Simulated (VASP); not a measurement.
The system is AlGa3N2.

```xyz
6
Lattice="4.2347 0.0000 0.0000 0.6843 4.3012 0.0000 0.4559 0.0630 5.2046" Properties=species:S:1:pos:R:3 pbc="T T T"
Al    2.1195    3.2039    3.8547
Ga    3.8495    2.3448    0.2266
Ga    2.6496    4.2542    1.3972
Ga    0.5187    1.2592    3.1360
N     0.0830    0.0495    0.1227
N     2.8003    1.9257    2.3226
```

The cell was built from a structure type or drawn by symmetry, and may not be a known phase.

- Program: VASP 6.6.1
- Task: relaxation of cell and atoms
- Functional: PBE
- Potentials or basis: VASP PAW PBE potentials, release 64 (Al, Ga_d, N)
- Cutoff: 600 eV
- k mesh: 3 × 3 × 3
- Occupations: gaussian, width 0.15 eV
- Spin: no spin polarisation

At the start: pressure -7.1 GPa; volume 15.80 Å³/atom.

Q: Where does the relaxation end?

A: Over 36 steps the energy falls by 569.1 meV/atom and the volume is 14.24 Å³/atom (-9.9 %); space group P1 (No. 1, to 0.1 Å) before and after.

Step by step:
```tsv
step	energy change (eV)	largest force (eV/Å)	pressure (GPa)	volume (Å³)
1	0.0000	1.1276	-7.14	94.80
2	-0.5514	1.1521	0.94	85.43
3	-0.5885	1.2024	4.86	82.57
4	-0.9480	1.5940	5.98	82.15
5	-0.9915	2.1608	7.29	81.89
6	-1.2498	1.7159	4.48	83.48
7	-1.6742	1.3455	-1.17	88.00
8	-1.7214	1.5213	-2.39	89.52
9	-1.7341	1.6862	-2.92	90.30
10	-1.9700	1.5660	-3.40	90.12
11	-2.3178	1.2172	-3.67	89.55
12	-1.8748	3.2207	-1.02	87.52
13	-2.3824	1.2633	-3.47	89.19
14	-2.6015	1.1332	-0.56	86.21
15	-2.7114	0.9372	5.62	81.99
16	-2.8205	0.9250	4.88	82.64
17	-2.8355	1.4062	4.75	82.97
18	-3.0023	0.6453	-0.36	86.11
19	-3.0291	0.6616	-2.96	88.02
20	-3.1060	0.5599	-1.95	87.16
21	-3.1766	0.8181	0.60	85.37
22	-3.2486	0.5464	1.10	85.08
23	-3.2813	0.5224	1.92	84.73
24	-3.3368	0.3625	-0.97	86.71
25	-3.3405	0.3726	-1.87	87.36
26	-3.3761	0.2633	-0.58	86.26
27	-3.3792	0.3478	-0.03	85.84
28	-3.3912	0.1727	0.27	85.44
29	-3.3919	0.2239	0.42	85.32
30	-3.4026	0.1748	-0.13	85.61
31	-3.4059	0.1924	-0.53	85.85
32	-3.4109	0.1666	0.45	85.19
33	-3.4111	0.1412	0.29	85.29
34	-3.4137	0.1057	-0.01	85.41
35	-3.4137	0.1002	-0.01	85.40
36	-3.4147	0.0450	-0.10	85.43
```

Final structure:
```
Al Ga N
1.0
     4.28431   -0.38164   -0.41037
     0.37416    3.27457   -0.02786
    -0.04576    0.16970    6.03274
Al Ga N
1 3 2
Cartesian
  1.6354 2.9200 4.6910
  3.6527 1.1283 -0.1656
  1.8909 2.9305 1.8571
  4.1011 1.0971 3.0903
  0.7114 3.0232 0.2831
  2.7963 1.1671 1.6700
```

Caveat: the k points lie up to 0.64 Å⁻¹ apart in the final cell; a cell axis changed by over 15 % at a fixed basis, so the end point is rough; the relaxation stopped at a loose force limit of 0.08 eV/Å, so its end isn't a converged minimum.
